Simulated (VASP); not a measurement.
Write the native input for VASP 6.6.1 that does the following.

* Task: single point
* Functional: r2SCAN
* Potentials or basis: VASP PAW PBE potentials, release 64 (C)
* Cutoff: 520 eV
* k mesh: 18 × 18 × 18
* Occupations: gaussian, width 0.01 eV
* Spin: no spin polarisation
* Dipole correction: no
* Further INCAR settings: ALGO = Normal; EDIFF = 1e-06; NBANDS = 11

Crystal: C.

```xyz
2
Lattice="0.0000 2.1264 3.5526 1.2281 0.0000 3.5526 1.2281 2.1264 0.0000" Properties=species:S:1:pos:R:3 pbc="T T T"
C     1.2281    0.7089    3.5526
C     1.2281    3.5440    3.5526
```

These files were run (other wordings do the same):

POSCAR

```
C
1.0
    0.0000000000      2.1264064453      3.5525509661
    1.2281484585      0.0000000000      3.5525509661
    1.2281484585      2.1264064453      0.0000000000
C
2
Direct
    0.1666798685      0.8333201315      0.1666798685
    0.8333201315      0.1666798685      0.8333201315
```

INCAR.step1

```
SYSTEM = C
ALGO     = Normal         ! electronic algorithm
EDIFF    = 1E-4           ! SCF threshold, eV
ENCUT    = 520            ! plane-wave cutoff, eV
GGA      = PE             ! functional
ISMEAR   = 0              ! smearing method
LASPH    = .TRUE.         ! aspherical terms in the spheres
LCHARG   = .FALSE.        ! write CHGCAR
LREAL    = .FALSE.        ! projectors in reciprocal space
LWAVE    = .TRUE.         ! write WAVECAR
NBANDS   = 11             ! bands
NELM     = 100            ! most SCF steps
PREC     = Accurate       ! precision mode
SIGMA    = 0.01           ! smearing width, eV
```

INCAR.step2

```
SYSTEM = C
ALGO     = Normal         ! electronic algorithm
EDIFF    = 1E-6           ! SCF threshold, eV
ENCUT    = 520            ! plane-wave cutoff, eV
ISIF     = 2              ! what is computed and relaxed
ISMEAR   = 0              ! smearing method
ISTART   = 1            
LASPH    = .TRUE.         ! aspherical terms in the spheres
LCHARG   = .FALSE.        ! write CHGCAR
LMIXTAU  = .TRUE.       
LREAL    = .FALSE.        ! projectors in reciprocal space
LWAVE    = .FALSE.        ! write WAVECAR
METAGGA  = R2SCAN         ! meta-GGA
NBANDS   = 11             ! bands
NELM     = 100            ! most SCF steps
PREC     = Accurate       ! precision mode
SIGMA    = 0.01           ! smearing width, eV
```

KPOINTS

```
k-points
0
G
  18 18 18
  0 0 0
```

Potentials or basis: VASP PAW PBE potentials, release 64 (C).

Launch:

```bash
$ cat potpaw_PBE.64/C/POTCAR > POTCAR
$ cp INCAR.step1 INCAR
$ mpirun -np 1 vasp_std > vasp.out
$ cp INCAR.step2 INCAR
$ mpirun -np 1 vasp_std > vasp.out
```

Results of the run:

- Pressure: 0.7 GPa
- Band gap on the k mesh: 0.06 eV, indirect (least direct gap 0.11 eV)

Caveat: the PAW data sets were made with another functional, which shifts forces and pressure a little.

Run time: 10 min on 1 thread of AMD EPYC 7R13 Processor (Zen 3), on a shared host, peak memory 0.22 GiB.
